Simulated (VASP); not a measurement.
Sn: single point with PBE

The system is Sn.

```
Sn
1.0
    -1.87793    1.89840    1.91025
     1.89462   -1.86981    1.89834
     1.88740    1.87928   -1.88166
Sn
1
Cartesian
  -0.0122 0.0003 0.0364
```

This cell differs from its parent crystal: the cell strained at random.

- Program: VASP 6.6.1
- Task: single point
- Functional: PBE
- Potentials or basis: VASP PAW PBE potentials, release 64 (Sn_d)
- Cutoff: 520 eV
- k mesh: 10 × 10 × 10
- Occupations: fermi-dirac, width 0.05 eV
- Spin: no spin polarisation
- Dipole correction: no
- Further INCAR settings: ALGO = Fast; EDIFF = 1e-06; NBANDS = 13

| Item | Value |
| --- | --- |
| Pressure | 0.7 GPa |
| Band gap on the k mesh | zero (band 7 reaches 15.85 eV, above the bottom of band 8 at 5.79 eV) |

Stress tensor (GPa, compression positive):
```
0.52 0.16 0.16
0.16 0.47 0.15
0.16 0.15 1.00
```

Levels at points of the mesh, in eV from the Fermi level:
| k point | band 3 | band 4 | band 5 | band 6 | band 7 | band 8 | band 9 | band 10 | band 11 | band 12 |
| --- | --- | --- | --- | --- | --- | --- | --- | --- | --- | --- |
| (0.00, 0.00, 0.00) | -21.52 | -21.40 | -21.39 | -11.04 | 7.80 | 8.04 | 8.13 | 12.04 | 12.16 | 12.28 |
| (0.50, 0.00, 0.00) | -21.40 | -21.40 | -21.32 | -6.51 | -4.42 | 3.78 | 5.56 | 8.12 | 8.37 | 15.11 |
| (0.00, 0.50, 0.00) | -21.41 | -21.40 | -21.32 | -6.46 | -4.41 | 3.74 | 5.57 | 8.06 | 8.40 | 15.01 |
| (0.50, 0.50, 0.00) | -21.40 | -21.40 | -21.31 | -6.30 | -4.36 | 3.51 | 5.40 | 7.74 | 8.32 | 15.08 |
| (0.00, 0.00, 0.50) | -21.40 | -21.40 | -21.31 | -6.38 | -4.38 | 3.61 | 5.41 | 7.94 | 8.23 | 15.20 |
| (0.50, 0.00, 0.50) | -21.41 | -21.40 | -21.31 | -6.33 | -4.37 | 3.59 | 5.52 | 7.87 | 8.41 | 14.79 |
| (0.00, 0.50, 0.50) | -21.41 | -21.41 | -21.31 | -6.27 | -4.35 | 3.54 | 5.47 | 7.86 | 8.31 | 14.74 |
| (0.50, 0.50, 0.50) | -21.34 | -21.33 | -21.33 | -2.44 | -0.57 | -0.42 | -0.33 | 3.84 | 3.91 | 18.20 |

Run time: 81 s on 1 thread of Intel(R) Xeon(R) Platinum 8488C (Sapphire Rapids), with other jobs on the host, peak memory 0.27 GiB.

Caveat: the cell differs from its parent crystal (the cell strained at random); spin-orbit coupling is left out, which moves the levels of the heavy elements.
